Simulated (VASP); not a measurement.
# TaMo2C3 (I4mm) in VASP: notebook

The runs below take TaMo2C3 through single point, relaxation of cell and atoms, with PBE.

All numbers are computed with VASP 6.6.1; they aren't measurements. Logs are shortened: lines on timing, memory, paths and dates and some standing lists are left out, and cuts for length are marked.

### 1 The cell of the first run

The structure is tetragonal, space group I4mm (No. 107). The conventional cell has a = 4.317 Å, b = 4.317 Å, c = 8.362 Å, α = 90.00°, β = 90.00°, γ = 90.00°. Within 2.8 Å of Ta (site symmetry 4mm) lie 5 C at 2.12 to 2.16 Å. Within 2.6 Å of Mo (site symmetry 2mm) lie 4 C at 1.98 to 2.20 Å. C (site symmetry 4mm) has 1 Ta at 2.12 Å and 4 Mo at 2.16 Å within 2.8 Å. C (site symmetry 2mm) has 2 Mo at 1.98 to 2.20 Å and 2 Ta at 2.16 Å within 2.6 Å.

The cell was built from a structure type or drawn by symmetry, and may not be a known phase.

### 2 Single point, PBE

Contents of INCAR:

```
SYSTEM = TaMo2C3
PREC = Accurate
ENCUT = 520
EDIFF = 1E-7
ISMEAR = 0
SIGMA = 0.1
LREAL = .FALSE.
LASPH = .TRUE.
NELM = 80
ALGO = Normal
ISIF = 2
LWAVE = .FALSE.
LCHARG = .FALSE.
GGA = PE
NBANDS = 34
```

Contents of KPOINTS:

```
Automatic mesh
0
G
  6 6 6
  0 0 0
```

Contents of POSCAR:

```
TaMo2C3
1.0
   -2.1586858118      2.1586858118      4.1811973483
    2.1586858118     -2.1586858118      4.1811973483
    2.1586858118      2.1586858118     -4.1811973483
Ta Mo C
1 2 3
Direct
    0.8688674136      0.8688674136      0.0000000000
    0.6257875534      0.1257875534      0.5000000000
    0.1257875534      0.6257875534      0.5000000000
    0.6150944814      0.6150944814      0.0000000000
    0.8626104741      0.3626104741      0.5000000000
    0.3626104741      0.8626104741      0.5000000000
```

Potentials or basis: VASP PAW PBE potentials, release 64 (Ta_pv, Mo_sv, C).

Command:

```console
$ cat potpaw_PBE.64/Ta_pv/POTCAR potpaw_PBE.64/Mo_sv/POTCAR potpaw_PBE.64/C/POTCAR > POTCAR
$ mpirun -np 1 vasp_std > vasp.out
```

OUTCAR:

```text
SYSTEM = TaMo2C3
   PREC = Accurate
   ENCUT = 520
   EDIFF = 1E-7
   ISMEAR = 0
   LREAL = .FALSE.
   LASPH = .TRUE.
   NELM = 80
   ISIF = 2
   GGA = PE

 ion  position               nearest neighbor table
   1  0.869  0.869  0.000-   4 2.12   5 2.16   6 2.16   5 2.16   6 2.16   3 2.97   2 2.97   3 2.97
                             2 2.97   3 3.05   2 3.05   2 3.05   3 3.05
   2  0.626  0.126  0.500-   5 1.98   4 2.16   4 2.16   6 2.20   1 2.97   1 2.97   1 3.05   1 3.05
                             3 3.05   3 3.05   3 3.05   3 3.05
   3  0.126  0.626  0.500-   6 1.98   4 2.16   4 2.16   5 2.20   1 2.97   1 2.97   1 3.05   1 3.05
                             2 3.05   2 3.05   2 3.05   2 3.05
   4  0.615  0.615  0.000-   1 2.12   2 2.16   3 2.16   2 2.16   3 2.16
   5  0.863  0.363  0.500-   2 1.98   1 2.16   1 2.16   3 2.20
   6  0.363  0.863  0.500-   3 1.98   1 2.16   1 2.16   2 2.20

  LATTYP: Found a body centered tetragonal cell.
 ALAT       =     4.3173716236
 C/A-ratio  =     1.9369179736

  Lattice vectors:

 A1 = (  -2.1586858118,   2.1586858118,   4.1811973483)
 A2 = (   2.1586858118,  -2.1586858118,   4.1811973483)
 A3 = (   2.1586858118,   2.1586858118,  -4.1811973483)

Analysis of symmetry for initial positions (statically):
=====================================================================
 Subroutine PRICEL returns:
 Original cell was already a primitive cell.

 Routine SETGRP: Setting up the symmetry group for a
 body centered tetragonal supercell.

 Subroutine GETGRP returns: Found  8 space group operations
 (whereof  8 operations were pure point group operations)
 out of a pool of 16 trial point group operations.

The static configuration has the point symmetry C_4v.

Analysis of symmetry for dynamics (positions and initial velocities):
=====================================================================
 Subroutine PRICEL returns:
 Original cell was already a primitive cell.

 Routine SETGRP: Setting up the symmetry group for a
 body centered tetragonal supercell.

 Subroutine GETGRP returns: Found  8 space group operations
 (whereof  8 operations were pure point group operations)
 out of a pool of 16 trial point group operations.

The dynamic configuration has the point symmetry C_4v.

 Subroutine INISYM returns: Found  8 space group operations
 (whereof  8 operations are pure point group operations),
 and found     1 'primitive' translations

----------------------------------------------------------------------------------------

                                     Primitive cell

  volume of cell :      77.9363

  direct lattice vectors                    reciprocal lattice vectors
    -2.158685812  2.158685812  4.181197348     0.000000000  0.231622405  0.119582971
     2.158685812 -2.158685812  4.181197348     0.231622405  0.000000000  0.119582971
     2.158685812  2.158685812 -4.181197348     0.231622405  0.231622405  0.000000000

  length of vectors
     5.177089929  5.177089929  5.177089929     0.260670339  0.260670339  0.327563547

  position of ions in fractional coordinates (direct lattice)
     0.868867414  0.868867414  0.000000000
     0.625787553  0.125787553  0.500000000
     0.125787553  0.625787553  0.500000000
     0.615094481  0.615094481  0.000000000
     0.862610474  0.362610474  0.500000000
     0.362610474  0.862610474  0.500000000

  ion indices of the primitive-cell ions
   primitive index   ion index
                 1           1
                 2           2
                 3           3
                 4           4
                 5           5
                 6           6

----------------------------------------------------------------------------------------

 KPOINTS: Automatic mesh

Automatic generation of k-mesh.
 Grid dimensions read from file:
 generate k-points for:    6    6    6

 Generating k-lattice:

  Cartesian coordinates                     Fractional coordinates (reciprocal lattice)
     0.000000000  0.038603734  0.019930495     0.166666667  0.000000000 -0.000000000
     0.038603734  0.000000000  0.019930495     0.000000000  0.166666667 -0.000000000
     0.038603734  0.038603734  0.000000000     0.000000000  0.000000000  0.166666667

  Length of vectors
     0.043445056  0.043445056  0.054593924

  Shift w.r.t. Gamma in fractional coordinates (k-lattice)
     0.000000000  0.000000000  0.000000000

 Subroutine IBZKPT returns following result:
 ===========================================

 Found     30 irreducible k-points:

 Following reciprocal coordinates:
            Coordinates               Weight
  0.000000  0.000000  0.000000      1.000000
  0.166667  0.000000 -0.000000      8.000000
  0.333333  0.000000  0.000000      8.000000
  0.500000  0.000000 -0.000000      4.000000
  0.166667  0.166667 -0.000000      8.000000
  0.333333  0.166667  0.000000     16.000000
[... 16 lines left out ...]
 -0.333333 -0.333333  0.166667      8.000000
 -0.166667 -0.333333  0.166667      8.000000
 [... further k-points ...]
   k-points           NKPTS =     30   k-points in BZ     NKDIM =     30   number of bands    NBANDS=     34
   number of dos      NEDOS =    301   number of ions     NIONS =      6
   total plane-waves  NPLWV =  64000
   dimension x,y,z NGX =    40 NGY =   40 NGZ =   40
   dimension x,y,z NGXF=    80 NGYF=   80 NGZF=   80
   ions per type =               1   2   3
   NGX,Y,Z   is equivalent  to a cutoff of  12.84, 12.84, 12.84 a.u.
   NGXF,Y,Z  is equivalent  to a cutoff of  25.69, 25.69, 25.69 a.u.
 SYSTEM =  TaMo2C3
   PREC   = accura    normal or accurate (medium, high low for compatibility)
   ISTART =      0    job   : 0-new  1-cont  2-samecut
   ICHARG =      2    charge: 1-file 2-atom 10-const
   ISPIN  =      1    spin polarized calculation?
   LNONCOLLINEAR =      F non collinear calculations
   LSORBIT =      F    spin-orbit coupling
   LASPH  =      T    aspherical Exc in radial PAW
   ENCUT  =  520.0 eV  38.22 Ry    6.18 a.u.   9.63  9.63  9.63*2*pi/ulx,y,z
   NELM   =     80;   NELMIN=  2; NELMDL= -5     # of ELM steps
   EDIFF  = 0.1E-06   stopping-criterion for ELM
   LREAL  =      F    real-space projection
   EDIFFG = 0.1E-05   stopping-criterion for IOM
   NSW    =      0    number of steps for IOM
   IBRION =     -1    ionic relax: 0-MD 1-quasi-New 2-CG
   NFREE  =      0    steps in history (QN), initial steepest desc. (CG)
   ISIF   =      2    stress and relaxation
   ISYM   =      2    0-nonsym 1-usesym 2-fastsym
   POTIM  = 0.5000    time-step for ionic-motion
   TEBEG  =    0.0;   TEEND  =   0.0 temperature during run
   PSTRESS=    0.0 pullay stress
   NELECT =      51.0000    total number of electrons
   NUPDOWN=      -1.0000    fix difference up-down
   EMIN   =  10.00;   EMAX   =-10.00  energy-range for DOS
   EFERMI =   0.00;   METHOD = LEGACY
   ISMEAR =     0;   SIGMA  =   0.10  broadening in eV -4-tet -1-fermi 0-gaus
   EFERMI_NEDOS =   21; number of points for ismear=-14 and -15
   IALGO  =     38    algorithm
   IMIX   =      4    mixing-type and parameters
     AMIX     =   0.40;   BMIX     =  1.00
     AMIX_MAG =   1.60;   BMIX_MAG =  1.00
  volume/ion in A,a.u.               =      12.99        87.66
  Fermi-wavevector in a.u.,A,eV,Ry     =   1.421298  2.685863 27.484953  2.020087
  Thomas-Fermi vector in A             =   2.542122
   LORBIT       =      0    0 simple, 1 ext, 2 COOP (PROOUT), +10 PAW based schemes
   GGA     = PE    functional components
   LHFCALC =     F    Hartree Fock is set to
   AEXX    =    0.0000 exact exchange contribution
   IVDW    =     0    specifies the selected vdW correction
   LEPSILON=     F    determine dielectric tensor
   LRPA    =     F    only Hartree local field effects (RPA)
 non-spin polarized calculation
 Gauss-broadening in eV      SIGMA  =   0.10
  energy-cutoff  :      520.00
  volume of cell :       77.94
 maximum number of plane-waves:      2120
 NGX is ok and might be reduce to    40
   NGX = 19   NGY = 19   NGZ = 19

 number of electron      50.9999999 magnetization

 Free energy of the ion-electron system (eV)
  ---------------------------------------------------
  ext. energy  EPLUGINS =         0.00000000
  ---------------------------------------------------
  free energy    TOTEN  =       -58.92152653 eV

  energy without entropy =      -58.90367959  energy(sigma->0) =      -58.91260306

 E-fermi :   7.4412     XC(G=0): -12.0993

 val. band max:        7.4382649035   @ k =  -0.3333   0.5000   0.1667
 cond. band min:       7.4464471090   @ k =  -0.3333  -0.3333   0.1667
 fundamental gap:      0.0081822055
 Fermi energy:         7.4412218489

 k-point     1 :       0.0000    0.0000    0.0000
  band No.  band energies     occupation
      1     -53.5396      2.00000
      2     -53.4783      2.00000
      3     -27.8198      2.00000
      4     -27.8198      2.00000
      5     -27.8025      2.00000
      6     -27.6713      2.00000
[... 26 lines left out ...]
     33      10.4372      0.00000
     34      11.0949      0.00000

 k-point     2 :       0.1667    0.0000   -0.0000
  band No.  band energies     occupation
      1     -53.5355      2.00000
      2     -53.4824      2.00000
      3     -27.8245      2.00000
      4     -27.8074      2.00000
      5     -27.7779      2.00000
      6     -27.6863      2.00000
[... 26 lines left out ...]
     33      10.6990      0.00000
     34      11.5415      0.00000

 k-point     3 :       0.3333    0.0000    0.0000
  band No.  band energies     occupation
      1     -53.5243      2.00000
      2     -53.4936      2.00000
      3     -27.8062      2.00000
      4     -27.7790      2.00000
      5     -27.7567      2.00000
      6     -27.7042      2.00000
[... 26 lines left out ...]
     33      11.2388      0.00000
     34      12.2574      0.00000

 k-point     4 :       0.5000    0.0000   -0.0000
  band No.  band energies     occupation
      1     -53.5090      2.00000
      2     -53.5089      2.00000
      3     -27.7905      2.00000
      4     -27.7622      2.00000
      5     -27.7546      2.00000
      6     -27.7027      2.00000
[... 26 lines left out ...]
     33      11.5755      0.00000
     34      12.6009      0.00000

 k-point     5 :       0.1667    0.1667   -0.0000
  band No.  band energies     occupation
      1     -53.5319      2.00000
      2     -53.4860      2.00000
      3     -27.8687      2.00000
      4     -27.7708      2.00000
      5     -27.7492      2.00000
      6     -27.6920      2.00000
[... 621 lines left out ...]
 k-point    22 :      -0.1667    0.5000    0.1667
  band No.  band energies     occupation
      1     -53.5243      2.00000
      2     -53.4937      2.00000
      3     -27.7998      2.00000
      4     -27.7879      2.00000
      5     -27.7623      2.00000
      6     -27.6867      2.00000
[... 26 lines left out ...]
     33      11.3524      0.00000
     34      12.4279      0.00000

 k-point    23 :      -0.3333   -0.3333    0.1667
  band No.  band energies     occupation
      1     -53.5319      2.00000
      2     -53.4860      2.00000
      3     -27.8718      2.00000
      4     -27.7645      2.00000
      5     -27.7583      2.00000
      6     -27.6756      2.00000
[... 26 lines left out ...]
     33      11.8421      0.00000
     34      11.9972      0.00000

 k-point    24 :      -0.1667   -0.3333    0.1667
  band No.  band energies     occupation
      1     -53.5355      2.00000
      2     -53.4825      2.00000
      3     -27.8241      2.00000
      4     -27.8189      2.00000
      5     -27.7721      2.00000
      6     -27.6750      2.00000
[... 26 lines left out ...]
     33      11.3779      0.00000
     34      12.1867      0.00000

 [... further k-points ...]

------------------------ aborting loop because EDIFF is reached ----------------------------------------

  FORCE on cell =-STRESS in cart. coord.  units (eV):
  Direction    XX          YY          ZZ          XY          YZ          ZX
  --------------------------------------------------------------------------------------
  -------------------------------------------------------------------------------------
  Total        0.2447368      0.2447368      0.1856695      0.0000000     -0.0000000      0.0000000
  in kB        5.0311862      5.0311862      3.8169078      0.0000000     -0.0000000      0.0000000
  external PRESSURE =       4.6264267 kB  Pullay stress =       0.0000000 kB

 VOLUME and BASIS-vectors are now :
 -----------------------------------------------------------------------------
  energy-cutoff  :      520.00
  volume of cell :       77.94
      direct lattice vectors                 reciprocal lattice vectors
    -2.158685812  2.158685812  4.181197348     0.000000000  0.231622405  0.119582971
     2.158685812 -2.158685812  4.181197348     0.231622405  0.000000000  0.119582971
     2.158685812  2.158685812 -4.181197348     0.231622405  0.231622405  0.000000000

 POSITION                                       TOTAL-FORCE (eV/Angst)
 -----------------------------------------------------------------------------------
      0.00000      0.00000      7.26581        -0.000000     -0.000000      0.037445
      0.00000      2.15869      1.05189        -0.000000      0.000000     -0.003784
      2.15869      0.00000      1.05189         0.000000     -0.000000     -0.003784
      0.00000      0.00000      5.14366         0.000000      0.000000     -0.032195
      0.00000      2.15869      3.03229         0.000000     -0.000000      0.001159
      2.15869      0.00000      3.03229        -0.000000      0.000000      0.001159
 -----------------------------------------------------------------------------------
    total drift:                                0.000000      0.000000      0.000006

  FREE ENERGIE OF THE ION-ELECTRON SYSTEM (eV)
  ---------------------------------------------------
  free  energy   TOTEN  =       -58.9215265255 eV

  energy  without entropy=      -58.9036795914  energy(sigma->0) =      -58.91260306
```

Wall time 65 s (1 thread of Intel Xeon 6975P-C (Granite Rapids), shared host); peak memory 0.28 GiB.

What came out:

| Quantity | Value |
| --- | --- |
| Free energy | -58.9215 eV |
| Pressure | 0.5 GPa |
| Largest force | 0.037 eV/Å |
| Band gap on the k mesh | zero (an odd number of electrons rules out a gap without spin polarisation) |

Forces on the atoms (eV/Å):
```
Ta   0.000  0.000  0.037
Mo   0.000  0.000 -0.004
Mo   0.000  0.000 -0.004
C    0.000  0.000 -0.032
C    0.000  0.000  0.001
C    0.000  0.000  0.001
```

Caveat: spin-orbit coupling is left out, which moves the levels of the heavy elements.

(Part 1 of 2 ends here.)
